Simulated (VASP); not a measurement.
Here is a VASP 6.6.1 calculation.

The input INCAR:

```
PREC = Accurate
ENCUT = 520
EDIFF = 1E-6
ISMEAR = 0
SIGMA = 0.05
LREAL = False
LASPH = True
NELM = 150
ALGO = Normal
ISIF = 2
LWAVE = False
LCHARG = False
ISPIN = 2
MAGMOM = 5 -5 0 0
LORBIT = 11
LMAXMIX = 4
LDAU = True
LDAUTYPE = 2
LDAUL = 2 -1
LDAUU = 3.9 0
LDAUJ = 0 0
LDAUPRINT = 1
GGA = PE
NBANDS = 31
```

Contents of KPOINTS:

```
regular mesh
0
Gamma
  4 4 3
```

The input POSCAR:

```
MnS
1.0
    0.0000000000      2.6543123020     -2.6543123020
    0.0000000000      2.6543123020      2.6543123020
    5.3086246040      0.0000000000      0.0000000000
Mn S
2 2
Direct
    0.0000000000      0.0000000000      0.0000000000
    0.5000000000      0.5000000000      0.5000000000
    0.0000000000      1.0000000000      0.5000000000
    0.5000000000      1.5000000000      1.0000000000
```

Potentials or basis: VASP PAW PBE potentials, release 64 (Mn_pv, S).

Command:

```sh
$ cat potpaw_PBE.64/Mn_pv/POTCAR potpaw_PBE.64/S/POTCAR > POTCAR
$ mpirun -np 1 vasp_std > vasp.out
```

**Question.** What does it give for the band gap on the k mesh?

**Answer.** 1.14 eV.

**Question.** Predict the pressure.

**Answer.** -1.0 GPa.

**Question.** What does it give for the net moment?

**Answer.** 0.00 μB per cell.

**Question.** Predict the site moments.

**Answer.** Mn +4.59, -4.59; S -0.03, +0.03 μB.

Stress tensor (GPa, compression positive):
```
-1.19  0.00  0.00
 0.00 -0.89  0.00
 0.00  0.00 -0.89
```

Caveat: an odd mesh through Γ misses points on the zone boundary, where band edges can lie. The state reached can hang on the start; a lower one may exist.
